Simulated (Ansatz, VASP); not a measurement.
## KInGaC6N6: VASP beside Ansatz

```
K In Ga C N
1.0
     0.00000    5.51186    5.51186
     5.51186    0.00000    5.51186
     5.51186    5.51186    0.00000
K In Ga C N
1 1 1 6 6
Cartesian
  2.7559 2.7559 2.7559
  5.5119 5.5119 5.5119
  0.0000 0.0000 0.0000
  2.1228 5.5119 5.5119
  5.5119 8.9010 5.5119
  5.5119 5.5119 8.9010
  8.9010 5.5119 5.5119
  5.5119 2.1228 5.5119
  5.5119 5.5119 2.1228
  3.2988 5.5119 5.5119
  5.5119 7.7249 5.5119
  5.5119 5.5119 7.7249
  7.7249 5.5119 5.5119
  5.5119 3.2988 5.5119
  5.5119 5.5119 3.2988
```

Alike in both runs: functional PBE; k mesh 6 × 6 × 6; occupations gaussian, width 0.1 eV; no spin polarisation.

Ansatz relaxed the structure, and its values are those at the end. VASP's run is a single point on that final structure, the one shown.

|  | VASP | Ansatz |
| --- | --- | --- |
| version | VASP 6.6.1 | Ansatz 0.2.0 |
| potentials or method | VASP PAW PBE potentials, release 64 (K_sv, In_d, Ga_d, C, N), cutoff 520 eV | scalar-relativistic, plane waves, PAW |
| valence electrons in the cell | 89 | 89 |

VASP gave:

```
gap on the k mesh at the Fermi level (eV) : none
pressure (GPa)                            : 0.4
rms of the force components (eV/Å)        : 0.184
```

Problem. What did Ansatz give for the same quantities?

Solution. gap on the k mesh at the Fermi level (eV): none; pressure (GPa): 0.0; rms of the force components (eV/Å): 0.003.

A gap of «none» marks a metal or a gap that the smearing closes. One of these differences is far larger than is usual between the two programs; its cause wasn't traced.

Noted on VASP's run: the standard files for N, O and F lose accuracy on very short bonds.
